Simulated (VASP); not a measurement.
# Ag2Sb3 (P-3m1) in VASP: a series of runs

Runs on Ag2Sb3. Level: PBE. Tasks: single point, relaxation of cell and atoms.

Program: VASP 6.6.1. These are calculated values, not measurements. Logs are shortened: lines on timing, memory, paths and dates and some standing lists are left out, and cuts for length are marked.

### 1 The cell of the first run

The structure is trigonal, space group P-3m1 (No. 164). The conventional cell has a = 4.465 Å, b = 4.465 Å, c = 6.947 Å, α = 90.00°, β = 90.00°, γ = 120.00°. Within 3.5 Å of Ag (site symmetry 3m) lie 7 Sb at 2.69 to 3.09 Å. Sb (site symmetry -3m) has 6 Ag at 3.09 Å and 6 Sb at 3.57 Å within 4.1 Å. Within 3.6 Å of Sb (site symmetry 3m) lie 4 Ag at 2.69 to 2.78 Å and 6 Sb at 3.27 to 3.57 Å.

### 2 Single point, PBE

INCAR

```
PREC = Accurate
ENCUT = 500
EDIFF = 1E-6
ISMEAR = 0
SIGMA = 0.1
LREAL = False
LASPH = True
NELM = 120
ALGO = Normal
ISIF = 2
LWAVE = False
LCHARG = True
GGA = PE
LELF = True
LVHAR = True
NBANDS = 26
GGA_COMPAT = False
```

KPOINTS

```
regular mesh
0
Gamma
  6 6 4
```

POSCAR

```
Ag2Sb3
1.0
    4.4654171864      0.0000000000      0.0000000000
   -2.2327085932      3.8671647219      0.0000000000
    0.0000000000      0.0000000000      6.9474637951
Ag Sb
2 3
Direct
    0.3333333333      0.6666666667      0.2450000000
    0.6666666667      0.3333333333      0.7550000000
    0.0000000000      0.0000000000      0.0000000000
    0.3333333333      0.6666666667      0.6450000000
    0.6666666667      0.3333333333      0.3550000000
```

Potentials or basis: VASP PAW PBE potentials, release 64 (Ag, Sb).

On the command line:

```console
cat potpaw_PBE.64/Ag/POTCAR potpaw_PBE.64/Sb/POTCAR > POTCAR
mpirun -np 1 vasp_std > vasp.out
```

OUTCAR:

```text
PREC = Accurate
   ENCUT = 500
   EDIFF = 1E-6
   ISMEAR = 0
   LREAL = False
   LASPH = True
   NELM = 120
   ISIF = 2
   GGA = PE

 ion  position               nearest neighbor table
   1  0.333  0.667  0.245-   5 2.69   5 2.69   5 2.69   4 2.78   3 3.09   3 3.09   3 3.09
   2  0.667  0.333  0.755-   4 2.69   4 2.69   4 2.69   5 2.78   3 3.09   3 3.09   3 3.09
   3  0.000  0.000  0.000-   1 3.09   2 3.09   1 3.09   2 3.09   2 3.09   1 3.09   4 3.57   5 3.57
                             5 3.57   4 3.57   5 3.57   4 3.57
   4  0.333  0.667  0.645-   2 2.69   2 2.69   2 2.69   1 2.78   5 3.27   5 3.27   5 3.27   3 3.57
                             3 3.57   3 3.57
   5  0.667  0.333  0.355-   1 2.69   1 2.69   1 2.69   2 2.78   4 3.27   4 3.27   4 3.27   3 3.57
                             3 3.57   3 3.57

  LATTYP: Found a hexagonal cell.
 ALAT       =     4.4654171864
 C/A-ratio  =     1.5558375635

  Lattice vectors:

 A1 = (   4.4654171864,   0.0000000000,   0.0000000000)
 A2 = (  -2.2327085932,   3.8671647219,   0.0000000000)
 A3 = (   0.0000000000,   0.0000000000,   6.9474637951)

Analysis of symmetry for initial positions (statically):
=====================================================================
 Subroutine PRICEL returns:
 Original cell was already a primitive cell.

 Routine SETGRP: Setting up the symmetry group for a
 hexagonal supercell.

 Subroutine GETGRP returns: Found 12 space group operations
 (whereof 12 operations were pure point group operations)
 out of a pool of 24 trial point group operations.

The static configuration has the point symmetry D_3d.

Analysis of symmetry for dynamics (positions and initial velocities):
=====================================================================
 Subroutine PRICEL returns:
 Original cell was already a primitive cell.

 Routine SETGRP: Setting up the symmetry group for a
 hexagonal supercell.

 Subroutine GETGRP returns: Found 12 space group operations
 (whereof 12 operations were pure point group operations)
 out of a pool of 24 trial point group operations.

The dynamic configuration has the point symmetry D_3d.

 Subroutine INISYM returns: Found 12 space group operations
 (whereof 12 operations are pure point group operations),
 and found     1 'primitive' translations

----------------------------------------------------------------------------------------

                                     Primitive cell

  volume of cell :     119.9723

  direct lattice vectors                    reciprocal lattice vectors
     4.465417186  0.000000000  0.000000000     0.223943242  0.129293691  0.000000000
    -2.232708593  3.867164722  0.000000000     0.000000000  0.258587382  0.000000000
     0.000000000  0.000000000  6.947463795     0.000000000  0.000000000  0.143937418

  length of vectors
     4.465417186  4.465417186  6.947463795     0.258587382  0.258587382  0.143937418

  position of ions in fractional coordinates (direct lattice)
     0.333333333  0.666666667  0.245000000
     0.666666667  0.333333333  0.755000000
     0.000000000  0.000000000  0.000000000
     0.333333333  0.666666667  0.645000000
     0.666666667  0.333333333  0.355000000

  ion indices of the primitive-cell ions
   primitive index   ion index
                 1           1
                 2           2
                 3           3
                 4           4
                 5           5

----------------------------------------------------------------------------------------

 KPOINTS: regular mesh

Automatic generation of k-mesh.
 Grid dimensions read from file:
 generate k-points for:    6    6    4

 Generating k-lattice:

  Cartesian coordinates                     Fractional coordinates (reciprocal lattice)
     0.037323874  0.021548948  0.000000000     0.166666667  0.000000000  0.000000000
     0.000000000  0.043097897  0.000000000     0.000000000  0.166666667  0.000000000
     0.000000000  0.000000000  0.035984354     0.000000000  0.000000000  0.250000000

  Length of vectors
     0.043097897  0.043097897  0.035984354

  Shift w.r.t. Gamma in fractional coordinates (k-lattice)
     0.000000000  0.000000000  0.000000000

 Subroutine IBZKPT returns following result:
 ===========================================

 Found     24 irreducible k-points:

 Following reciprocal coordinates:
            Coordinates               Weight
  0.000000  0.000000  0.000000      1.000000
  0.166667 -0.000000  0.000000      6.000000
  0.333333 -0.000000  0.000000      6.000000
  0.500000 -0.000000  0.000000      3.000000
  0.166667  0.166667  0.000000      6.000000
  0.333333  0.166667  0.000000     12.000000
[... 16 lines left out ...]
  0.333333  0.166667  0.500000     12.000000
  0.333333  0.333333  0.500000      2.000000
   k-points           NKPTS =     24   k-points in BZ     NKDIM =     24   number of bands    NBANDS=     26
   number of dos      NEDOS =    301   number of ions     NIONS =      5
   total plane-waves  NPLWV =  69984
   dimension x,y,z NGX =    36 NGY =   36 NGZ =   54
   dimension x,y,z NGXF=    72 NGYF=   72 NGZF=  108
   ions per type =               2   3
   NGX,Y,Z   is equivalent  to a cutoff of  13.40, 13.40, 12.92 a.u.
   NGXF,Y,Z  is equivalent  to a cutoff of  26.81, 26.81, 25.84 a.u.
 SYSTEM =  unknown system
   PREC   = accura    normal or accurate (medium, high low for compatibility)
   ISTART =      0    job   : 0-new  1-cont  2-samecut
   ICHARG =      2    charge: 1-file 2-atom 10-const
   ISPIN  =      1    spin polarized calculation?
   LNONCOLLINEAR =      F non collinear calculations
   LSORBIT =      F    spin-orbit coupling
   LASPH  =      T    aspherical Exc in radial PAW
   ENCUT  =  500.0 eV  36.75 Ry    6.06 a.u.   8.14  8.14 12.67*2*pi/ulx,y,z
   NELM   =    120;   NELMIN=  2; NELMDL= -5     # of ELM steps
   EDIFF  = 0.1E-05   stopping-criterion for ELM
   LREAL  =      F    real-space projection
   EDIFFG = 0.1E-04   stopping-criterion for IOM
   NSW    =      0    number of steps for IOM
   IBRION =     -1    ionic relax: 0-MD 1-quasi-New 2-CG
   NFREE  =      0    steps in history (QN), initial steepest desc. (CG)
   ISIF   =      2    stress and relaxation
   ISYM   =      2    0-nonsym 1-usesym 2-fastsym
   POTIM  = 0.5000    time-step for ionic-motion
   TEBEG  =    0.0;   TEEND  =   0.0 temperature during run
   PSTRESS=    0.0 pullay stress
   NELECT =      37.0000    total number of electrons
   NUPDOWN=      -1.0000    fix difference up-down
   EMIN   =  10.00;   EMAX   =-10.00  energy-range for DOS
   EFERMI =   0.00;   METHOD = LEGACY
   ISMEAR =     0;   SIGMA  =   0.10  broadening in eV -4-tet -1-fermi 0-gaus
   EFERMI_NEDOS =   21; number of points for ismear=-14 and -15
   IALGO  =     38    algorithm
   IMIX   =      4    mixing-type and parameters
     AMIX     =   0.40;   BMIX     =  1.00
     AMIX_MAG =   1.60;   BMIX_MAG =  1.00
  volume/ion in A,a.u.               =      23.99       161.92
  Fermi-wavevector in a.u.,A,eV,Ry     =   1.106068  2.090165 16.645176  1.223386
  Thomas-Fermi vector in A             =   2.242564
   LORBIT       =      0    0 simple, 1 ext, 2 COOP (PROOUT), +10 PAW based schemes
   GGA     = PE    functional components
   LHFCALC =     F    Hartree Fock is set to
   AEXX    =    0.0000 exact exchange contribution
   IVDW    =     0    specifies the selected vdW correction
   LEPSILON=     F    determine dielectric tensor
   LRPA    =     F    only Hartree local field effects (RPA)
 non-spin polarized calculation
 Gauss-broadening in eV      SIGMA  =   0.10
  energy-cutoff  :      500.00
  volume of cell :      119.97
 maximum number of plane-waves:      3074
 NGX is ok and might be reduce to    36
   NGX = 17   NGY = 17   NGZ = 25

 number of electron      36.9999995 magnetization

 Free energy of the ion-electron system (eV)
  ---------------------------------------------------
  ext. energy  EPLUGINS =         0.00000000
  ---------------------------------------------------
  free energy    TOTEN  =       -16.60266063 eV

  energy without entropy =      -16.59238797  energy(sigma->0) =      -16.59752430

 E-fermi :   8.1098     XC(G=0): -10.4475

 val. band max:        8.1074121678   @ k =   0.3333  -0.0000   0.0000
 cond. band min:       8.2312110564   @ k =   0.1667   0.1667   0.2500
 fundamental gap:      0.1237988886
 Fermi energy:         8.1098467507

 k-point     1 :       0.0000    0.0000    0.0000
  band No.  band energies     occupation
      1      -4.0769      2.00000
      2      -1.4260      2.00000
      3      -1.1848      2.00000
      4       1.9805      2.00000
      5       1.9805      2.00000
      6       2.0638      2.00000
[... 18 lines left out ...]
     25      12.7729      0.00000
     26      12.9062      0.00000

 k-point     2 :       0.1667   -0.0000    0.0000
  band No.  band energies     occupation
      1      -3.8368      2.00000
      2      -1.3460      2.00000
      3      -1.1540      2.00000
      4       1.8503      2.00000
      5       2.0187      2.00000
      6       2.0416      2.00000
[... 18 lines left out ...]
     25      12.7894      0.00000
     26      13.1249      0.00000

 k-point     3 :       0.3333   -0.0000    0.0000
  band No.  band energies     occupation
      1      -3.1783      2.00000
      2      -1.3877      2.00000
      3      -1.1126      2.00000
      4       1.7725      2.00000
      5       2.0672      2.00000
      6       2.2178      2.00000
[... 572 lines left out ...]
 k-point    23 :       0.3333    0.1667    0.5000
  band No.  band energies     occupation
      1      -2.4891      2.00000
      2      -1.7080      2.00000
      3      -1.1648      2.00000
      4       1.6984      2.00000
      5       2.0618      2.00000
      6       2.1362      2.00000
[... 18 lines left out ...]
     25      14.0260      0.00000
     26      14.3755      0.00000

 k-point    24 :       0.3333    0.3333    0.5000
  band No.  band energies     occupation
      1      -1.9664      2.00000
      2      -1.9664      2.00000
      3      -1.1479      2.00000
      4       1.9503      2.00000
      5       1.9503      2.00000
      6       1.9648      2.00000
[... 18 lines left out ...]
     25      14.0983      0.00000
     26      14.1006      0.00000

------------------------ aborting loop because EDIFF is reached ----------------------------------------

  FORCE on cell =-STRESS in cart. coord.  units (eV):
  Direction    XX          YY          ZZ          XY          YZ          ZX
  --------------------------------------------------------------------------------------
  -------------------------------------------------------------------------------------
  Total        6.5095326      6.5095326      4.9599066      0.0000000      0.0000000      0.0000000
  in kB       86.9319428     86.9319428     66.2373700      0.0000000      0.0000000      0.0000000
  external PRESSURE =      80.0337519 kB  Pullay stress =       0.0000000 kB

 VOLUME and BASIS-vectors are now :
 -----------------------------------------------------------------------------
  energy-cutoff  :      500.00
  volume of cell :      119.97
      direct lattice vectors                 reciprocal lattice vectors
     4.465417186  0.000000000  0.000000000     0.223943242  0.129293691  0.000000000
    -2.232708593  3.867164722  0.000000000     0.000000000  0.258587382  0.000000000
     0.000000000  0.000000000  6.947463795     0.000000000  0.000000000  0.143937418

 POSITION                                       TOTAL-FORCE (eV/Angst)
 -----------------------------------------------------------------------------------
     -0.00000      2.57811      1.70213         0.000000     -0.000000     -1.215239
      2.23271      1.28905      5.24534        -0.000000      0.000000      1.215239
      0.00000      0.00000      0.00000         0.000000      0.000000      0.000000
     -0.00000      2.57811      4.48111         0.000000      0.000000      0.479962
      2.23271      1.28905      2.46635        -0.000000     -0.000000     -0.479962
 -----------------------------------------------------------------------------------
    total drift:                               -0.000000      0.000000     -0.000000

  FREE ENERGIE OF THE ION-ELECTRON SYSTEM (eV)
  ---------------------------------------------------
  free  energy   TOTEN  =       -16.6026606293 eV

  energy  without entropy=      -16.5923879723  energy(sigma->0) =      -16.59752430
```

Run time: 1.7 min. Hardware: 1 thread of AMD EPYC 7R43 (Zen 3), shared host; peak memory 0.23 GiB.

What came out:

| Quantity | Value |
| --- | --- |
| Free energy | -16.6027 eV |
| Pressure | 8.0 GPa |
| Largest force | 1.215 eV/Å |
| Band gap on the k mesh | zero (an odd number of electrons rules out a gap without spin polarisation) |

Forces on the atoms (eV/Å):
```
Ag   0.000  0.000 -1.215
Ag   0.000  0.000  1.215
Sb   0.000  0.000  0.000
Sb   0.000  0.000  0.480
Sb   0.000  0.000 -0.480
```

Levels at points of the mesh, in eV from the Fermi level:
```
           k point  band 16  band 17  band 18  band 19  band 20  band 21  band 22  band 23
(0.00, 0.00, 0.00)    -0.66    -0.66     0.19     0.19     1.44     1.44     1.52     3.88
(0.50, 0.00, 0.00)    -3.56    -3.23    -0.06     0.18     0.77     1.11     1.14     3.30
(0.00, 0.00, 0.50)    -0.74    -0.58     0.47     0.47     0.77     1.25     1.25     2.51
(0.50, 0.00, 0.50)    -2.14    -2.00    -1.53    -1.18     0.18     2.48     2.56     2.76
```

Caveat: the cell stands under pressure; spin-orbit coupling is left out, which moves the levels of the heavy elements; an odd number of electrons without spin polarisation forces a metal; a magnetic or distorted state may lie lower.

### 3 Single point, PBE

This run uses another cell than the first one, of 25.80 Å³/atom.

INCAR

```
SYSTEM = Ag2Sb3
PREC     = Accurate       ! precision mode
ENCUT    = 500            ! plane-wave cutoff, eV
EDIFF    = 1E-6           ! SCF threshold, eV
ISMEAR   = 0              ! smearing method
SIGMA    = 0.1            ! smearing width, eV
LREAL    = .False.        ! projectors in reciprocal space
LASPH    = .True.         ! aspherical terms in the spheres
NELM     = 120            ! most SCF steps
ALGO     = Normal         ! electronic algorithm
ISIF     = 2              ! what is computed and relaxed
LWAVE    = .False.        ! write WAVECAR
LCHARG   = .False.        ! write CHGCAR
GGA      = PE             ! functional
NBANDS   = 26             ! bands
GGA_COMPAT= .False.
```

KPOINTS

```
Automatic mesh
0
Gamma
  6 6 4
  0 0 0
```

POSCAR

```
Ag2Sb3
1.0
    4.6615435156      0.0000000000      0.0000000000
   -2.3307717578      4.0370151053      0.0000000000
    0.0000000000      0.0000000000      6.8537902036
Ag Sb
2 3
Direct
    0.3333333333      0.6666666667      0.2021225843
    0.6666666667      0.3333333333      0.7978774157
    0.0000000000      0.0000000000      0.0000000000
    0.3333333333      0.6666666667      0.6458149310
    0.6666666667      0.3333333333      0.3541850690
```

Potentials or basis: VASP PAW PBE potentials, release 64 (Ag, Sb).

On the command line:

```console
cat potpaw_PBE.64/Ag/POTCAR potpaw_PBE.64/Sb/POTCAR > POTCAR
mpirun -np 1 vasp_std > vasp.out
```

Run time: 1.7 min. Hardware: 1 thread of AMD EPYC 7R43 (Zen 3), shared host; peak memory 0.23 GiB.

Results (log left out):

```
Free energy            : -17.1408 eV
Pressure               : -0.1 GPa
Largest force          : 0.024 eV/Å
Band gap on the k mesh : zero (an odd number of electrons rules out a gap without spin polarisation)
```

Forces in eV/Å, atoms in the order of the input:
```
Ag   0.000  0.000 -0.024
Ag   0.000  0.000  0.024
Sb   0.000  0.000  0.000
Sb   0.000  0.000 -0.007
Sb   0.000  0.000  0.007
```

Levels at points of the mesh, in eV from the Fermi level:
```csv
k point,band 17,band 18,band 19,band 20,band 21,band 22
"(0.00, 0.00, 0.00)",-1.01,-0.04,-0.04,0.95,0.95,1.41
"(0.50, 0.00, 0.00)",-3.32,0.06,0.12,0.47,0.80,0.83
"(0.00, 0.00, 0.50)",-0.89,0.19,0.19,0.24,0.69,0.69
"(0.50, 0.00, 0.50)",-2.07,-1.97,-0.84,0.34,2.27,2.50
```

Caveat: spin-orbit coupling is left out, which moves the levels of the heavy elements; an odd number of electrons without spin polarisation forces a metal; a magnetic or distorted state may lie lower.

[end of part 1 of 2]

The gap in the log of VASP goes by the Fermi energy; the results here count the filled bands.